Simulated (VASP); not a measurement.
BaTiO3, 5 atoms in the cell. It takes space group Amm2 (No. 38, orthorhombic). Conventional cell: a = 3.973 Å, b = 5.781 Å, c = 5.831 Å, α = 90.00°, β = 90.00°, γ = 90.00°. Ba (site symmetry mm2) has 12 O at 2.77 to 3.06 Å and 8 Ti at 3.45 to 3.61 Å within 3.7 Å. Ti (site symmetry mm2) has 6 O at 1.85 to 2.27 Å within 2.5 Å. O (site symmetry m) has 2 Ti at 1.85 to 2.27 Å within 2.5 Å. O (site symmetry mm2) has 2 Ti at 2.00 Å within 2.7 Å. 

| Item | Value |
| --- | --- |
| Program | VASP 6.6.1 |
| Task | relaxation of cell and atoms |
| Functional | PBEsol |
| Potentials or basis | VASP PAW PBE potentials, release 64 (Ba_sv, Ti_sv, O) |
| Cutoff | 600 eV |
| k mesh | 6 × 6 × 6 |
| Occupations | fermi-dirac, width 0.02 eV |
| Spin | no spin polarisation |
| Dipole correction | no |
| Further INCAR settings | ALGO = Normal; EDIFF = 1e-06; IBRION = 2; EDIFFG = -0.005; NSW = 80; ISIF = 3 |

Potentials or basis: VASP PAW PBE potentials, release 64 (Ba_sv, Ti_sv, O).

The run is started by

```sh
$ cat potpaw_PBE.64/Ba_sv/POTCAR potpaw_PBE.64/Ti_sv/POTCAR potpaw_PBE.64/O/POTCAR > POTCAR
$ mpirun -np 1 vasp_std > vasp.out
```

Hardware: 1 thread of Intel Xeon 6975P-C (shared host).

Question: Estimate the wall time of this run.

Answer: Wall time 11 min on 1 thread of Intel Xeon 6975P-C, on a shared host, peak memory 0.29 GiB. Counts: scf iterations 116, k points 52, ion steps 18.
